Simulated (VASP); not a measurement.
Ti, 2 atoms in the cell. Symmetry: P6_3/mmc, No. 194, hexagonal system. Conventional cell: a = 2.720 Å, b = 2.720 Å, c = 4.345 Å, α = 90.00°, β = 90.00°, γ = 120.00°. Within 3.5 Å of Ti (site symmetry -6m2) lie 12 Ti at 2.68 to 2.72 Å. 

| Quantity | Value |
| --- | --- |
| Program | VASP 6.6.1 |
| Task | single point |
| Functional | PBEsol |
| Potentials or basis | VASP PAW PBE potentials, release 64 (Ti_sv) |
| Cutoff | 520 eV |
| k mesh | 16 × 16 × 9 |
| Occupations | fermi-dirac, width 0.1 eV |
| Spin | no spin polarisation |
| Dipole correction | no |
| Further INCAR settings | ALGO = Normal; EDIFF = 1e-06; NBANDS = 19 |

Potentials or basis: VASP PAW PBE potentials, release 64 (Ti_sv).

Run with:

```bash
$ cat potpaw_PBE.64/Ti_sv/POTCAR > POTCAR
$ mpirun -np 1 vasp_std > vasp.out
```

Hardware: 1 thread of AMD EPYC 7R13, on a shared host.

Problem. How long does it take, and how much memory?

Solution. Wall time 110 s on 1 thread of AMD EPYC 7R13, on a shared host, peak memory 0.15 GiB. Counts: scf iterations 14, k points 150.
